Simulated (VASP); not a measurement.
# TiSi2 (P-6m2) in VASP: single point with r2SCAN

Aim: the single point of TiSi2 with r2SCAN.

Everything below comes from runs of VASP 6.6.1. Logs are shortened: lines on timing, memory, paths and dates and some standing lists are left out, and cuts for length are marked.

**1. The cell of the first run**

Symmetry: P-6m2, No. 187, hexagonal system. Conventional cell: a = 4.429 Å, b = 4.429 Å, c = 2.581 Å, α = 90.00°, β = 90.00°, γ = 120.00°. Si (site symmetry -6m2) has 8 Si at 2.58 to 2.86 Å and 6 Ti at 2.86 Å within 3.4 Å. Within 3.4 Å of Si (site symmetry -6m2) lie 3 Ti at 2.56 Å and 8 Si at 2.58 to 2.86 Å. Within 3.4 Å of Ti (site symmetry -6m2) lie 9 Si at 2.56 to 2.86 Å and 2 Ti at 2.58 Å.

**2. Single point, r2SCAN**

Input file POSCAR:

```
TiSi2
1.0
    2.2146171870     -3.8358294872      0.0000000000
   -4.4292343740      0.0000000000      0.0000000000
    0.0000000000      0.0000000000     -5.1616287146
Si Ti
4 2
Direct
    1.0000000000      0.0000000000      0.5000000000
    1.0000000000      0.0000000000      0.0000000000
    0.6666666667      0.3333333333      0.2500000000
    0.6666666667      0.3333333333      0.7500000000
    0.3333333333      0.6666666667      0.2500000000
    0.3333333333      0.6666666667      0.7500000000
```

Input file INCAR.step1:

```
PREC = Accurate
ENCUT = 520
ISMEAR = 0
SIGMA = 0.1
LREAL = F
LASPH = T
NELM = 100
NBANDS = 29
GGA = PE
ALGO = Normal
EDIFF = 1E-4
LWAVE = T
LCHARG = F
```

Input file INCAR.step2:

```
PREC = Accurate
ENCUT = 520
EDIFF = 1E-7
ISMEAR = 0
SIGMA = 0.1
LREAL = F
LASPH = T
NELM = 100
ALGO = Normal
ISIF = 2
LWAVE = F
LCHARG = T
METAGGA = R2SCAN
LMIXTAU = T
LELF = T
LVHAR = T
NBANDS = 29
ISTART = 1
```

Input file KPOINTS:

```
regular mesh
0
Gamma
  12 12 8
```

Potentials or basis: VASP PAW PBE potentials, release 64 (Si, Ti_sv).

Started as:

```
> cat potpaw_PBE.64/Si/POTCAR potpaw_PBE.64/Ti_sv/POTCAR > POTCAR
> cp INCAR.step1 INCAR
> mpirun -np 1 vasp_std > vasp.out
> cp INCAR.step2 INCAR
> mpirun -np 1 vasp_std > vasp.out
```

OUTCAR:

```text
PREC = Accurate
   ENCUT = 520
   EDIFF = 1E-7
   ISMEAR = 0
   LREAL = F
   LASPH = T
   NELM = 100
   ISIF = 2
   METAGGA = R2SCAN
   ISTART = 1

 ion  position               nearest neighbor table
   1  0.000  0.000  0.500-   2 2.58   2 2.58   4 2.86   5 2.86   6 2.86   3 2.86   5 2.86   6 2.86
                             3 2.86   4 2.86   3 2.86   4 2.86   5 2.86   6 2.86
   2  0.000  0.000  0.000-   1 2.58   1 2.58   4 2.86   5 2.86   6 2.86   3 2.86   5 2.86   6 2.86
                             3 2.86   4 2.86   3 2.86   4 2.86   5 2.86   6 2.86
   3  0.667  0.333  0.250-   5 2.56   5 2.56   5 2.56   4 2.58   4 2.58   1 2.86   2 2.86   1 2.86
                             2 2.86   1 2.86   2 2.86
   4  0.667  0.333  0.750-   6 2.56   6 2.56   6 2.56   3 2.58   3 2.58   1 2.86   2 2.86   1 2.86
                             2 2.86   1 2.86   2 2.86
   5  0.333  0.667  0.250-   3 2.56   3 2.56   3 2.56   6 2.58   6 2.58   1 2.86   2 2.86   2 2.86
                             1 2.86   2 2.86   1 2.86
   6  0.333  0.667  0.750-   4 2.56   4 2.56   4 2.56   5 2.58   5 2.58   1 2.86   2 2.86   2 2.86
                             1 2.86   2 2.86   1 2.86

  LATTYP: Found a hexagonal cell.
 ALAT       =     4.4292343740
 C/A-ratio  =     1.1653546141

  Lattice vectors:

 A1 = (   2.2146171870,  -3.8358294872,   0.0000000000)
 A2 = (  -4.4292343740,   0.0000000000,   0.0000000000)
 A3 = (   0.0000000000,   0.0000000000,  -5.1616287146)

Analysis of symmetry for initial positions (statically):
=====================================================================
 Subroutine PRICEL returns following result:

  LATTYP: Found a hexagonal cell.
 ALAT       =     4.4292343740
 C/A-ratio  =     0.5826773070

  Lattice vectors:

 A1 = (   2.2146171870,  -3.8358294872,   0.0000000000)
 A2 = (  -4.4292343740,   0.0000000000,   0.0000000000)
 A3 = (   0.0000000000,   0.0000000000,  -2.5808143573)

   2 primitive cells build up your supercell.

 Routine SETGRP: Setting up the symmetry group for a
 hexagonal supercell.

 Subroutine GETGRP returns: Found 12 space group operations
 (whereof 12 operations were pure point group operations)
 out of a pool of 24 trial point group operations.

The static configuration has the point symmetry D_3h.

Analysis of symmetry for dynamics (positions and initial velocities):
=====================================================================
 Subroutine PRICEL returns following result:

  LATTYP: Found a hexagonal cell.
 ALAT       =     4.4292343740
 C/A-ratio  =     0.5826773070

  Lattice vectors:

 A1 = (   2.2146171870,  -3.8358294872,   0.0000000000)
 A2 = (  -4.4292343740,   0.0000000000,   0.0000000000)
 A3 = (   0.0000000000,   0.0000000000,  -2.5808143573)

   2 primitive cells build up your supercell.

 Routine SETGRP: Setting up the symmetry group for a
 hexagonal supercell.

 Subroutine GETGRP returns: Found 12 space group operations
 (whereof 12 operations were pure point group operations)
 out of a pool of 24 trial point group operations.

The dynamic configuration has the point symmetry D_3h.

 Subroutine INISYM returns: Found 12 space group operations
 (whereof 12 operations are pure point group operations),
 and found     2 'primitive' translations

----------------------------------------------------------------------------------------

                                     Primitive cell

  volume of cell :      43.8475

  direct lattice vectors                    reciprocal lattice vectors
     2.214617187 -3.835829487  0.000000000     0.000000000 -0.260699805  0.000000000
    -4.429234374  0.000000000  0.000000000    -0.225772654 -0.130349903  0.000000000
     0.000000000  0.000000000 -2.580814357     0.000000000  0.000000000 -0.387474596

  length of vectors
     4.429234374  4.429234374  2.580814357     0.260699805  0.260699805  0.387474596

  position of ions in fractional coordinates (direct lattice)
     0.000000000  0.000000000  1.000000000
     0.666666667  0.333333333  0.500000000
     0.333333333  0.666666667  0.500000000

  ion indices of the primitive-cell ions
   primitive index   ion index
                 1           1
                 2           3
                 3           5

----------------------------------------------------------------------------------------

 KPOINTS: regular mesh

Automatic generation of k-mesh.
 Grid dimensions read from file:
 generate k-points for:   12   12    8

 Generating k-lattice:

  Cartesian coordinates                     Fractional coordinates (reciprocal lattice)
     0.000000000 -0.021724984  0.000000000     0.083333333  0.000000000  0.000000000
    -0.018814388 -0.010862492  0.000000000    -0.000000000  0.083333333  0.000000000
     0.000000000  0.000000000 -0.024217162     0.000000000  0.000000000  0.125000000

  Length of vectors
     0.021724984  0.021724984  0.024217162

  Shift w.r.t. Gamma in fractional coordinates (k-lattice)
     0.000000000  0.000000000  0.000000000

 Subroutine IBZKPT returns following result:
 ===========================================

 Found     95 irreducible k-points:

 Following reciprocal coordinates:
            Coordinates               Weight
  0.000000  0.000000  0.000000      1.000000
  0.083333  0.000000  0.000000      6.000000
  0.166667  0.000000  0.000000      6.000000
  0.250000  0.000000  0.000000      6.000000
  0.333333  0.000000  0.000000      6.000000
  0.416667  0.000000  0.000000      6.000000
[... 16 lines left out ...]
  0.250000  0.000000  0.125000     12.000000
  0.333333  0.000000  0.125000     12.000000
 [... further k-points ...]
   k-points           NKPTS =     95   k-points in BZ     NKDIM =     95   number of bands    NBANDS=     29
   number of dos      NEDOS =    301   number of ions     NIONS =      6
   total plane-waves  NPLWV =  51840
   dimension x,y,z NGX =    36 NGY =   36 NGZ =   40
   dimension x,y,z NGXF=    72 NGYF=   72 NGZF=   80
   ions per type =               4   2
   NGX,Y,Z   is equivalent  to a cutoff of  13.51, 13.51, 12.88 a.u.
   NGXF,Y,Z  is equivalent  to a cutoff of  27.02, 27.02, 25.77 a.u.
 SYSTEM =  unknown system
   PREC   = accura    normal or accurate (medium, high low for compatibility)
   ISTART =      1    job   : 0-new  1-cont  2-samecut
   ICHARG =      0    charge: 1-file 2-atom 10-const
   ISPIN  =      1    spin polarized calculation?
   LNONCOLLINEAR =      F non collinear calculations
   LSORBIT =      F    spin-orbit coupling
   LASPH  =      T    aspherical Exc in radial PAW
   ENCUT  =  520.0 eV  38.22 Ry    6.18 a.u.   8.24  8.24  9.60*2*pi/ulx,y,z
   NELM   =    100;   NELMIN=  2; NELMDL=  0     # of ELM steps
   EDIFF  = 0.1E-06   stopping-criterion for ELM
   LREAL  =      F    real-space projection
   EDIFFG = 0.1E-05   stopping-criterion for IOM
   NSW    =      0    number of steps for IOM
   IBRION =     -1    ionic relax: 0-MD 1-quasi-New 2-CG
   NFREE  =      0    steps in history (QN), initial steepest desc. (CG)
   ISIF   =      2    stress and relaxation
   ISYM   =      2    0-nonsym 1-usesym 2-fastsym
   POTIM  = 0.5000    time-step for ionic-motion
   TEBEG  =    0.0;   TEEND  =   0.0 temperature during run
   PSTRESS=    0.0 pullay stress
   NELECT =      40.0000    total number of electrons
   NUPDOWN=      -1.0000    fix difference up-down
   EMIN   =  10.00;   EMAX   =-10.00  energy-range for DOS
   EFERMI =   0.00;   METHOD = LEGACY
   ISMEAR =     0;   SIGMA  =   0.10  broadening in eV -4-tet -1-fermi 0-gaus
   EFERMI_NEDOS =   21; number of points for ismear=-14 and -15
   IALGO  =     38    algorithm
   IMIX   =      4    mixing-type and parameters
     AMIX     =   0.40;   BMIX     =  1.00
     AMIX_MAG =   1.60;   BMIX_MAG =  1.00
  volume/ion in A,a.u.               =      14.62        98.63
  Fermi-wavevector in a.u.,A,eV,Ry     =   1.260192  2.381417 21.607180  1.588083
  Thomas-Fermi vector in A             =   2.393714
   LORBIT       =      0    0 simple, 1 ext, 2 COOP (PROOUT), +10 PAW based schemes
   METAGGA = R2SCAN    functional components
   LHFCALC =     F    Hartree Fock is set to
   AEXX    =    0.0000 exact exchange contribution
   IVDW    =     0    specifies the selected vdW correction
   LEPSILON=     F    determine dielectric tensor
   LRPA    =     F    only Hartree local field effects (RPA)
 non-spin polarized calculation
 Gauss-broadening in eV      SIGMA  =   0.10
  energy-cutoff  :      520.00
  volume of cell :       87.69
 maximum number of plane-waves:      2383
 NGX is ok and might be reduce to    36
   NGX = 17   NGY = 17   NGZ = 19

 number of electron      40.0000006 magnetization

 Free energy of the ion-electron system (eV)
  ---------------------------------------------------
  ext. energy  EPLUGINS =         0.00000000
  ---------------------------------------------------
  free energy    TOTEN  =       -59.86730237 eV

  energy without entropy =      -59.84694246  energy(sigma->0) =      -59.85712241

 E-fermi :   9.7600     XC(G=0): -12.3909

 val. band max:        9.7540669170   @ k =   0.2500   0.2500   0.5000
 cond. band min:       9.7640667654   @ k =   0.3333   0.0833   0.3750
 fundamental gap:      0.0099998484
 Fermi energy:         9.7600211574

 k-point     1 :       0.0000    0.0000    0.0000
  band No.  band energies     occupation
      1     -48.7924      2.00000
      2     -48.6312      2.00000
      3     -24.5040      2.00000
      4     -24.0779      2.00000
      5     -24.0778      2.00000
      6     -23.9441      2.00000
[... 21 lines left out ...]
     28      14.0330      0.00000
     29      14.0330      0.00000

 k-point     2 :       0.0833    0.0000    0.0000
  band No.  band energies     occupation
      1     -48.7925      2.00000
      2     -48.6311      2.00000
      3     -24.5038      2.00000
      4     -24.0789      2.00000
      5     -24.0781      2.00000
      6     -23.9447      2.00000
[... 21 lines left out ...]
     28      14.0541      0.00000
     29      14.1063      0.00000

 k-point     3 :       0.1667    0.0000    0.0000
  band No.  band energies     occupation
      1     -48.7924      2.00000
      2     -48.6311      2.00000
      3     -24.5034      2.00000
      4     -24.0817      2.00000
      5     -24.0787      2.00000
      6     -23.9465      2.00000
[... 21 lines left out ...]
     28      13.3862      0.00000
     29      13.7433      0.00000

 k-point     4 :       0.2500    0.0000    0.0000
  band No.  band energies     occupation
      1     -48.7923      2.00000
      2     -48.6310      2.00000
      3     -24.5029      2.00000
      4     -24.0856      2.00000
      5     -24.0796      2.00000
      6     -23.9489      2.00000
[... 21 lines left out ...]
     28      13.3723      0.00000
     29      14.0734      0.00000

 k-point     5 :       0.3333    0.0000    0.0000
  band No.  band energies     occupation
      1     -48.7921      2.00000
      2     -48.6309      2.00000
      3     -24.5024      2.00000
      4     -24.0895      2.00000
      5     -24.0805      2.00000
      6     -23.9513      2.00000
[... 21 lines left out ...]
     28      13.6114      0.00000
     29      13.6587      0.00000
[... 510 lines left out ...]
     28      14.0007      0.00000
     29      14.1333      0.00000

 k-point    22 :       0.1667    0.0000    0.1250
  band No.  band energies     occupation
      1     -48.7863      2.00000
      2     -48.6373      2.00000
      3     -24.4656      2.00000
      4     -24.0767      2.00000
      5     -24.0737      2.00000
      6     -23.9517      2.00000
[... 21 lines left out ...]
     28      13.7688      0.00000
     29      13.8916      0.00000

 k-point    23 :       0.2500    0.0000    0.1250
  band No.  band energies     occupation
      1     -48.7862      2.00000
      2     -48.6372      2.00000
      3     -24.4650      2.00000
      4     -24.0805      2.00000
      5     -24.0746      2.00000
      6     -23.9542      2.00000
[... 21 lines left out ...]
     28      13.3486      0.00000
     29      14.1653      0.00000

 k-point    24 :       0.3333    0.0000    0.1250
  band No.  band energies     occupation
      1     -48.7861      2.00000
      2     -48.6372      2.00000
      3     -24.4645      2.00000
      4     -24.0843      2.00000
      5     -24.0754      2.00000
      6     -23.9567      2.00000
[... 21 lines left out ...]
     28      13.7645      0.00000
     29      13.8023      0.00000

 [... further k-points ...]

------------------------ aborting loop because EDIFF is reached ----------------------------------------

  FORCE on cell =-STRESS in cart. coord.  units (eV):
  Direction    XX          YY          ZZ          XY          YZ          ZX
  --------------------------------------------------------------------------------------
  -------------------------------------------------------------------------------------
  Total        0.1709592      0.1709592      0.1436289      0.0000000      0.0000000      0.0000000
  in kB        3.1234059      3.1234059      2.6240829      0.0000000      0.0000000      0.0000000
  external PRESSURE =       2.9569649 kB  Pullay stress =       0.0000000 kB

 VOLUME and BASIS-vectors are now :
 -----------------------------------------------------------------------------
  energy-cutoff  :      520.00
  volume of cell :       87.69
      direct lattice vectors                 reciprocal lattice vectors
     2.214617187 -3.835829487  0.000000000     0.000000000 -0.260699805  0.000000000
    -4.429234374  0.000000000  0.000000000    -0.225772654 -0.130349903  0.000000000
     0.000000000  0.000000000 -5.161628715     0.000000000  0.000000000 -0.193737298

 POSITION                                       TOTAL-FORCE (eV/Angst)
 -----------------------------------------------------------------------------------
      0.00000      0.00000     -2.58081         0.000000     -0.000000     -0.000000
      0.00000      0.00000      0.00000         0.000000     -0.000000     -0.000000
      0.00000     -2.55722     -1.29041         0.000000     -0.000000      0.000000
      0.00000     -2.55722     -3.87122         0.000000     -0.000000     -0.000000
     -2.21462     -1.27861     -1.29041        -0.000000      0.000000     -0.000000
     -2.21462     -1.27861     -3.87122        -0.000000      0.000000     -0.000000
 -----------------------------------------------------------------------------------
    total drift:                                0.000000     -0.000000      0.000000

  FREE ENERGIE OF THE ION-ELECTRON SYSTEM (eV)
  ---------------------------------------------------
  free  energy   TOTEN  =       -59.8673023738 eV

  energy  without entropy=      -59.8469424553  energy(sigma->0) =      -59.85712241
```

Wall time 22 min (1 thread of Oxide Virtual Turin-like, shared host); peak memory 0.33 GiB.

Results:

```yaml
Free_energy: -59.8673 eV
Pressure: 0.3 GPa
Band_gap_on_the_k_mesh: zero (bands 20 and 21 overlap by 1.41 eV)
```

Levels at points of the mesh, in eV from the Fermi level:
| k point | band 17 | band 18 | band 19 | band 20 | band 21 | band 22 | band 23 | band 24 |
| --- | --- | --- | --- | --- | --- | --- | --- | --- |
| (0.00, 0.00, 0.00) | -1.19 | -1.16 | -1.16 | -0.58 | -0.58 | 0.14 | 0.47 | 1.67 |
| (0.50, 0.00, 0.00) | -2.29 | -0.71 | -0.38 | 0.15 | 0.42 | 1.64 | 1.70 | 2.59 |
| (0.00, 0.00, 0.50) | -1.49 | -1.49 | -0.75 | -0.75 | -0.75 | -0.75 | 2.67 | 2.67 |
| (0.50, 0.00, 0.50) | -0.37 | -0.37 | 0.28 | 0.28 | 0.39 | 0.39 | 1.85 | 1.85 |

Caveat: the PAW data sets were made with another functional, which shifts forces and pressure a little.
